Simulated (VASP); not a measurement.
# CsC in VASP: notebook

CsC is run at these levels: PBEsol, r2SCAN; tasks: single point.

Everything below comes from runs of VASP 6.6.1. Logs are shortened: lines on timing, memory, paths and dates and some standing lists are left out, and cuts for length are marked.

**1. The cell of the first run**

The structure is hexagonal, space group P6/mmm (No. 191). The conventional cell has a = 3.929 Å, b = 3.929 Å, c = 5.824 Å, α = 90.00°, β = 90.00°, γ = 120.00°. Within 4.0 Å of Cs (site symmetry 6/mmm) lie 2 C at 2.91 Å and 6 Cs at 3.93 Å. Within 4.0 Å of C (site symmetry 6/mmm) lie 2 Cs at 2.91 Å and 6 C at 3.93 Å.

**2. Single point, PBEsol**

INCAR

```
ALGO     = Normal         # electronic algorithm
EDIFF    = 1E-6           # SCF threshold, eV
ENCUT    = 520            # plane-wave cutoff, eV
GGA      = PS             # functional
ISIF     = 2              # what is computed and relaxed
ISMEAR   = 1              # smearing method
LASPH    = True           # aspherical terms in the spheres
LCHARG   = False          # write CHGCAR
LREAL    = False          # projectors in reciprocal space
LWAVE    = False          # write WAVECAR
NBANDS   = 14             # bands
NELM     = 60             # most SCF steps
PREC     = Accurate       # precision mode
SIGMA    = 0.05           # smearing width, eV
```

KPOINTS

```
k-points
0
Gamma
  7 7 4
```

POSCAR

```
CsC
1.0
    3.9291816700      0.0000000000      0.0000000000
   -1.9645908300      3.4027711400      0.0000000000
    0.0000000000      0.0000000000      5.8243269500
Cs C
1 1
Direct
    0.0000000000      0.0000000000      0.0000000000
    0.0000000000      0.0000000000      0.5000000000
```

Potentials or basis: VASP PAW PBE potentials, release 64 (Cs_sv, C).

The run is started by

```console
> cat potpaw_PBE.64/Cs_sv/POTCAR potpaw_PBE.64/C/POTCAR > POTCAR
> mpirun -np 1 vasp_std > vasp.out
```

OUTCAR:

```text
EDIFF = 1E-6
   ENCUT = 520
   GGA = PS
   ISIF = 2
   ISMEAR = 1
   LASPH = True
   LREAL = False
   NELM = 60
   PREC = Accurate

 ion  position               nearest neighbor table
   1  0.000  0.000  0.000-
   2  0.000  0.000  0.500-

  LATTYP: Found a hexagonal cell.
 ALAT       =     3.9291816700
 C/A-ratio  =     1.4823256951

  Lattice vectors:

 A1 = (   3.9291816700,   0.0000000000,   0.0000000000)
 A2 = (  -1.9645908300,   3.4027711400,   0.0000000000)
 A3 = (   0.0000000000,   0.0000000000,   5.8243269500)

Analysis of symmetry for initial positions (statically):
=====================================================================
 Subroutine PRICEL returns:
 Original cell was already a primitive cell.

 Routine SETGRP: Setting up the symmetry group for a
 hexagonal supercell.

 Subroutine GETGRP returns: Found 24 space group operations
 (whereof 24 operations were pure point group operations)
 out of a pool of 24 trial point group operations.

The static configuration has the point symmetry D_6h.

Analysis of symmetry for dynamics (positions and initial velocities):
=====================================================================
 Subroutine PRICEL returns:
 Original cell was already a primitive cell.

 Routine SETGRP: Setting up the symmetry group for a
 hexagonal supercell.

 Subroutine GETGRP returns: Found 24 space group operations
 (whereof 24 operations were pure point group operations)
 out of a pool of 24 trial point group operations.

The dynamic configuration has the point symmetry D_6h.

 Subroutine INISYM returns: Found 24 space group operations
 (whereof 24 operations are pure point group operations),
 and found     1 'primitive' translations

----------------------------------------------------------------------------------------

                                     Primitive cell

  volume of cell :      77.8719

  direct lattice vectors                    reciprocal lattice vectors
     3.929181670  0.000000000  0.000000000     0.254505921  0.146939062  0.000000000
    -1.964590830  3.402771140  0.000000000     0.000000000  0.293878124  0.000000000
     0.000000000  0.000000000  5.824326950     0.000000000  0.000000000  0.171693658

  length of vectors
     3.929181670  3.929181666  5.824326950     0.293878124  0.293878124  0.171693658

  position of ions in fractional coordinates (direct lattice)
     0.000000000  0.000000000  0.000000000
     0.000000000  0.000000000  0.500000000

  ion indices of the primitive-cell ions
   primitive index   ion index
                 1           1
                 2           2

----------------------------------------------------------------------------------------

 KPOINTS: k-points

Automatic generation of k-mesh.
 Grid dimensions read from file:
 generate k-points for:    7    7    4

 Generating k-lattice:

  Cartesian coordinates                     Fractional coordinates (reciprocal lattice)
     0.036357989  0.020991295  0.000000000     0.142857143  0.000000000  0.000000000
     0.000000000  0.041982589  0.000000000     0.000000000  0.142857143  0.000000000
     0.000000000  0.000000000  0.042923415     0.000000000  0.000000000  0.250000000

  Length of vectors
     0.041982589  0.041982589  0.042923415

  Shift w.r.t. Gamma in fractional coordinates (k-lattice)
     0.000000000  0.000000000  0.000000000

 Subroutine IBZKPT returns following result:
 ===========================================

 Found     24 irreducible k-points:

 Following reciprocal coordinates:
            Coordinates               Weight
  0.000000  0.000000  0.000000      1.000000
  0.142857 -0.000000  0.000000      6.000000
  0.285714  0.000000  0.000000      6.000000
  0.428571  0.000000  0.000000      6.000000
  0.142857  0.142857  0.000000      6.000000
  0.285714  0.142857  0.000000     12.000000
[... 16 lines left out ...]
  0.428571  0.142857  0.500000      6.000000
  0.285714  0.285714  0.500000      6.000000
   k-points           NKPTS =     24   k-points in BZ     NKDIM =     24   number of bands    NBANDS=     14
   number of dos      NEDOS =    301   number of ions     NIONS =      2
   total plane-waves  NPLWV =  43200
   dimension x,y,z NGX =    30 NGY =   30 NGZ =   48
   dimension x,y,z NGXF=    60 NGYF=   60 NGZF=   96
   ions per type =               1   1
   NGX,Y,Z   is equivalent  to a cutoff of  12.69, 12.69, 13.70 a.u.
   NGXF,Y,Z  is equivalent  to a cutoff of  25.39, 25.39, 27.40 a.u.
 SYSTEM =  unknown system
   PREC   = accura    normal or accurate (medium, high low for compatibility)
   ISTART =      0    job   : 0-new  1-cont  2-samecut
   ICHARG =      2    charge: 1-file 2-atom 10-const
   ISPIN  =      1    spin polarized calculation?
   LNONCOLLINEAR =      F non collinear calculations
   LSORBIT =      F    spin-orbit coupling
   LASPH  =      T    aspherical Exc in radial PAW
   ENCUT  =  520.0 eV  38.22 Ry    6.18 a.u.   7.31  7.31 10.83*2*pi/ulx,y,z
   NELM   =     60;   NELMIN=  2; NELMDL= -5     # of ELM steps
   EDIFF  = 0.1E-05   stopping-criterion for ELM
   LREAL  =      F    real-space projection
[... 7 lines left out ...]
   TEBEG  =    0.0;   TEEND  =   0.0 temperature during run
   PSTRESS=    0.0 pullay stress
   NELECT =      13.0000    total number of electrons
   NUPDOWN=      -1.0000    fix difference up-down
   EMIN   =  10.00;   EMAX   =-10.00  energy-range for DOS
   EFERMI =   0.00;   METHOD = LEGACY
   ISMEAR =     1;   SIGMA  =   0.05  broadening in eV -4-tet -1-fermi 0-gaus
   EFERMI_NEDOS =   21; number of points for ismear=-14 and -15
   IALGO  =     38    algorithm
   IMIX   =      4    mixing-type and parameters
     AMIX     =   0.40;   BMIX     =  1.00
     AMIX_MAG =   1.60;   BMIX_MAG =  1.00
  volume/ion in A,a.u.               =      38.94       262.75
  Fermi-wavevector in a.u.,A,eV,Ry     =   0.901424  1.703444 11.055619  0.812565
  Thomas-Fermi vector in A             =   2.024503
   LORBIT       =      0    0 simple, 1 ext, 2 COOP (PROOUT), +10 PAW based schemes
   GGA     = PS    functional components
   LHFCALC =     F    Hartree Fock is set to
   AEXX    =    0.0000 exact exchange contribution
   IVDW    =     0    specifies the selected vdW correction
   LEPSILON=     F    determine dielectric tensor
   LRPA    =     F    only Hartree local field effects (RPA)
 non-spin polarized calculation
 Methfessel and Paxton  Order N= 1 SIGMA  =   0.05
  energy-cutoff  :      520.00
  volume of cell :       77.87
 maximum number of plane-waves:      2116
 NGX is ok and might be reduce to    30
   NGX = 15   NGY = 15   NGZ = 21

 number of electron      13.0000000 magnetization

 Free energy of the ion-electron system (eV)
  ---------------------------------------------------
  ext. energy  EPLUGINS =         0.00000000
  ---------------------------------------------------
  free energy    TOTEN  =        -3.91889412 eV

  energy without entropy =       -3.91720846  energy(sigma->0) =       -3.91833224

 E-fermi :   0.9670     XC(G=0):  -7.5693

 val. band max:        0.9456921467   @ k =   0.2857   0.1429   0.2500
 cond. band min:       0.9718488225   @ k =   0.2857   0.2857   0.0000
 fundamental gap:      0.0261566758
 Fermi energy:         0.9669827121

 k-point     1 :       0.0000    0.0000    0.0000
  band No.  band energies     occupation
      1     -22.3612      2.00000
      2      -9.0643      2.00000
      3      -8.4330      2.00000
      4      -8.4330      2.00000
      5      -7.5626      2.00000
      6       1.1973     -0.00000
      7       1.5488     -0.00000
      8       1.9801      0.00000
      9       1.9801      0.00000
     10       4.8156      0.00000
     11       4.8156      0.00000
     12       6.3606      0.00000
     13       7.0445      0.00000
     14       7.8080      0.00000

 k-point     2 :       0.1429   -0.0000    0.0000
  band No.  band energies     occupation
      1     -22.3185      2.00000
      2      -9.0077      2.00000
      3      -8.7978      2.00000
      4      -8.5099      2.00000
      5      -7.4891      2.00000
      6       1.3546     -0.00000
      7       1.5894     -0.00000
      8       1.9123     -0.00000
      9       2.0866      0.00000
     10       4.2208      0.00000
     11       5.3580      0.00000
     12       5.5251      0.00000
     13       6.7202      0.00000
     14       7.5353      0.00000

 k-point     3 :       0.2857    0.0000    0.0000
  band No.  band energies     occupation
      1     -22.2196      2.00000
      2      -9.5125      2.00000
      3      -8.8758      2.00000
      4      -8.6745      2.00000
      5      -7.3202      2.00000
      6       0.7637      2.00000
      7       1.6938     -0.00000
      8       1.7690     -0.00000
      9       2.3436      0.00000
     10       4.0681      0.00000
     11       4.7680      0.00000
     12       6.8763      0.00000
     13       7.0428      0.00000
     14       7.4562      0.00000
[... 324 lines left out ...]
 k-point    23 :       0.4286    0.1429    0.5000
  band No.  band energies     occupation
      1     -22.1122      2.00000
      2      -9.9861      2.00000
      3      -9.2831      2.00000
      4      -9.0416      2.00000
      5      -6.0263      2.00000
      6      -0.1918      2.00000
      7       0.2728      2.00000
      8       1.1018     -0.00092
      9       2.5871      0.00000
     10       4.8780      0.00000
     11       5.9470      0.00000
     12       6.3534      0.00000
     13       9.0159      0.00000
     14       9.4818      0.00000

 k-point    24 :       0.2857    0.2857    0.5000
  band No.  band energies     occupation
      1     -22.1020      2.00000
      2      -9.7849      2.00000
      3      -9.3777      2.00000
      4      -9.2668      2.00000
      5      -6.0144      2.00000
      6       0.0755      2.00000
      7       0.2948      2.00000
      8       0.6327      2.00000
      9       3.8900      0.00000
     10       4.7041      0.00000
     11       5.1204      0.00000
     12       5.7544      0.00000
     13       9.0239      0.00000
     14      10.0088      0.00000

------------------------ aborting loop because EDIFF is reached ----------------------------------------

  FORCE on cell =-STRESS in cart. coord.  units (eV):
  Direction    XX          YY          ZZ          XY          YZ          ZX
  --------------------------------------------------------------------------------------
  -------------------------------------------------------------------------------------
  Total       -0.4043018     -0.4043018     -2.4174420     -0.0000000      0.0000000      0.0000000
  in kB       -8.3183198     -8.3183198    -49.7377412     -0.0000000      0.0000000      0.0000000
  external PRESSURE =     -22.1247936 kB  Pullay stress =       0.0000000 kB

 VOLUME and BASIS-vectors are now :
 -----------------------------------------------------------------------------
  energy-cutoff  :      520.00
  volume of cell :       77.87
      direct lattice vectors                 reciprocal lattice vectors
     3.929181670  0.000000000  0.000000000     0.254505921  0.146939062  0.000000000
    -1.964590830  3.402771140  0.000000000     0.000000000  0.293878124  0.000000000
     0.000000000  0.000000000  5.824326950     0.000000000  0.000000000  0.171693658

 POSITION                                       TOTAL-FORCE (eV/Angst)
 -----------------------------------------------------------------------------------
      0.00000      0.00000      0.00000         0.000000      0.000000      0.000000
      0.00000      0.00000      2.91216        -0.000000      0.000000      0.000000
 -----------------------------------------------------------------------------------
    total drift:                                0.000000      0.000000      0.000000

  FREE ENERGIE OF THE ION-ELECTRON SYSTEM (eV)
  ---------------------------------------------------
  free  energy   TOTEN  =        -3.9188941240 eV

  energy  without entropy=       -3.9172084644  energy(sigma->0) =       -3.91833224
```

Wall time 19 s (1 thread of Intel Xeon Platinum 8488C (Sapphire Rapids), shared host); peak memory 0.19 GiB.

What came out:

```
Free energy            : -3.9189 eV
Pressure               : -2.2 GPa
Band gap on the k mesh : zero (an odd number of electrons rules out a gap without spin polarisation)
```

Stress tensor (GPa, compression positive):
```
-0.83  0.00  0.00
 0.00 -0.83  0.00
 0.00  0.00 -4.97
```

Levels at points of the mesh, in eV from the Fermi level:
| k point | band 2 | band 3 | band 4 | band 5 | band 6 | band 7 | band 8 | band 9 | band 10 | band 11 |
| --- | --- | --- | --- | --- | --- | --- | --- | --- | --- | --- |
| (0.00, 0.00, 0.00) | -10.03 | -9.40 | -9.40 | -8.53 | 0.23 | 0.58 | 1.01 | 1.01 | 3.85 | 3.85 |
| (0.00, 0.00, 0.50) | -10.65 | -9.40 | -9.40 | -7.28 | -1.25 | 0.42 | 0.86 | 0.86 | 3.88 | 3.88 |

Caveat: the PAW data sets were made with another functional, which shifts forces and pressure a little; spin-orbit coupling is left out, which moves the levels of the heavy elements; an odd number of electrons without spin polarisation forces a metal; a magnetic or distorted state may lie lower.

(Continued in part 2 of 2.)

The gap in the log of VASP goes by the Fermi energy; the results here count the filled bands.